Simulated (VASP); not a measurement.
Runs of VASP 6.6.1 on InP. The structure is that of space group F-43m (No. 216), or close to it. The cells are those of the table. 

| cell | gap on the mesh (eV) | pressure (GPa) |
| --- | --- | --- |
| a = 4.088 Å, angles 60.0°, 2 atoms | 0.93 | 6.6 |
| a = 4.199 Å, angles 60.0°, 2 atoms | 0.50 | 0.6 |
| a = 4.304 Å, angles 60.0°, 2 atoms | (b) | -3.3 |
| a = 4.031 Å, angles 60.0°, 2 atoms | 1.16 | (a) |
| a = 3.971 Å, angles 60.0°, 2 atoms | 1.39 | 15.8 |
| a = 4.252 Å, angles 60.0°, 2 atoms | 0.29 | -1.6 |

Alike in all rows: task single point; level PBE; potentials or basis VASP PAW PBE potentials, release 64 (In_d, P); no spin polarisation; k mesh 8 × 8 × 8; cutoff (eV) 500; smearing gaussian 0.01 eV.

Estimate the missing entries.

(a) 10.7; (b) 0.09.

Caveats: spin-orbit coupling is left out, which moves the levels of the heavy elements; the cell stands under pressure (at least some runs); the cell stands under tension (at least some runs).

A k mesh can miss the band edges, and the runs leave out spin-orbit coupling on In.
